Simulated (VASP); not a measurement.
Input of a VASP 6.6.1 run:

File INCAR:

```
SYSTEM = TaVN2
PREC = Accurate
ENCUT = 520
EDIFF = 1E-7
ISMEAR = 0
SIGMA = 0.1
LREAL = .False.
LASPH = .True.
NELM = 150
ALGO = Normal
ISIF = 2
LWAVE = .False.
LCHARG = .False.
ISPIN = 2
MAGMOM = 0 2 0 0
LORBIT = 11
LMAXMIX = 4
GGA = PE
NBANDS = 29
```

The input KPOINTS:

```
regular mesh
0
Gamma
  6 6 6
  0 0 0
```

Contents of POSCAR:

```
TaVN2
1.0
   -1.8726028000      1.8726028000      3.8136341800
    1.8726028000     -1.8726028000      3.8136341800
    1.8726028000      1.8726028000     -3.8136341800
Ta V N
1 1 2
Direct
    0.0000000000      0.0000000000      0.0000000000
    0.5000000000      0.5000000000      0.0000000000
    0.6884929400      0.6884929400      0.0000000000
    0.3115070600      0.3115070600      0.0000000000
```

Potentials or basis: VASP PAW PBE potentials, release 64 (Ta_pv, V_sv, N).

Command:

```console
$ cat potpaw_PBE.64/Ta_pv/POTCAR potpaw_PBE.64/V_sv/POTCAR potpaw_PBE.64/N/POTCAR > POTCAR
$ mpirun -np 1 vasp_std > vasp.out
```

Q: Estimate the band gap on the k mesh.

A: Zero (filled and empty bands overlap).

Q: What does it give for the net moment?

A: 0.00 μB per cell.

Stress tensor (GPa, compression positive):
```
  4.92   0.00   0.00
  0.00   4.92   0.00
  0.00   0.00 142.34
```

Caveat: the k points lie up to 0.40 Å⁻¹ apart; spin-orbit coupling is left out, which moves the levels of the heavy elements; forces of over 1 eV/Å act on the atoms, so gaps and moduli don't describe the material at rest. With open d or f shells a metallic result of PBE can be an artefact of self-interaction; +U or a hybrid may open a gap.
